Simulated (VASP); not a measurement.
Sb, 2 atoms in the cell. It takes space group R-3m (No. 166, trigonal). The conventional cell has a = 4.337 Å, b = 4.337 Å, c = 11.614 Å, α = 90.00°, β = 90.00°, γ = 120.00°. Sb (site symmetry 3m) has 6 Sb at 2.92 to 3.44 Å within 3.9 Å. 

| Quantity | Value |
| --- | --- |
| Program | VASP 6.6.1 |
| Task | single point |
| Functional | r2SCAN |
| Potentials or basis | VASP PAW PBE potentials, release 64 (Sb) |
| Cutoff | 520 eV |
| k mesh | 12 × 12 × 12 |
| Occupations | fermi-dirac, width 0.15 eV |
| Spin | no spin polarisation |
| Dipole correction | no |
| Further INCAR settings | ALGO = Normal; EDIFF = 1e-06; NBANDS = 12 |

Potentials or basis: VASP PAW PBE potentials, release 64 (Sb).

Run with:

```bash
$ cat potpaw_PBE.64/Sb/POTCAR > POTCAR
$ cp INCAR.step1 INCAR
$ mpirun -np 1 vasp_std > vasp.out
$ cp INCAR.step2 INCAR
$ mpirun -np 1 vasp_std > vasp.out
```

Hardware: 1 thread of Intel(R) Xeon(R) 6975P-C (Granite Rapids), on a shared host.

Estimate the wall time of this run.

Wall time 4.2 min on 1 thread of Intel(R) Xeon(R) 6975P-C (Granite Rapids) (shared host), peak memory 0.29 GiB. Counts: k points 189.
